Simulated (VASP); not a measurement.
# MgO: single point with PBE

MgO:

```
Mg O
1.0
     0.00000    2.07362    2.07362
     2.07362    0.00000    2.07362
     2.07362    2.07362    0.00000
Mg O
1 1
Direct
  0.00000 0.00000 0.00000
  0.50000 0.50000 0.50000
```

| Quantity | Value |
| --- | --- |
| Program | VASP 6.6.1 |
| Task | single point |
| Functional | PBE |
| Potentials or basis | VASP PAW PBE potentials, release 64 (Mg, O) |
| Cutoff | 520 eV |
| k mesh | 10 × 10 × 10 |
| Occupations | gaussian, width 0.02 eV |
| Spin | no spin polarisation |
| Dipole correction | no |
| Further INCAR settings | ALGO = Normal; EDIFF = 1e-06; NBANDS = 11 |

```
Pressure               : 12.6 GPa
Band gap on the k mesh : 5.19 eV
```

Levels at points of the mesh, in eV from the valence-band top:
```csv
k point,band 1,band 2,band 3,band 4,band 5,band 6,band 7,band 8
"(0.00, 0.00, 0.00)",-17.51,0.00,0.00,0.00,5.19,16.06,16.06,16.06
"(0.50, 0.00, 0.00)",-16.10,-4.82,-0.71,-0.71,8.20,13.14,16.80,16.80
"(0.50, 0.50, 0.00)",-15.83,-4.28,-1.41,-1.41,9.17,10.49,13.60,19.70
```

Run time: 8.1 s on 1 thread of AMD EPYC 7R13 Processor (Zen 3), with other jobs on the host, peak memory 0.11 GiB.

Caveat: the cell stands under pressure.
